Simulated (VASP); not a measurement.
GaN:

```xyz
2
Lattice="0.0000 2.2490 2.2490 2.2490 0.0000 2.2490 2.2490 2.2490 0.0000" Properties=species:S:1:pos:R:3 pbc="T T T"
Ga    0.0000    0.0000    0.0000
N     3.3734    3.3734    3.3734
```

Program: VASP 6.6.1. Alike in all runs: task single point; potentials or basis VASP PAW PBE potentials, release 64 (Ga_d, N); no spin polarisation; cell as given; cutoff (eV) 520; smearing gaussian 0.01 eV.

Q: Order these runs on this cell by their band gap on the k mesh, lowest first.
A. level r2SCAN; k mesh 6 × 6 × 6
B. level PBE; k mesh 6 × 6 × 6
C. level HSE06; k mesh 4 × 4 × 4; grid for exact exchange (PRECFOCK) Normal; share of exact exchange 0.25; screening parameter 0.2079 1/Å

A: B (1.76 eV), A (2.16 eV), C (3.06 eV).

Caveats: some runs use coarse meshes.
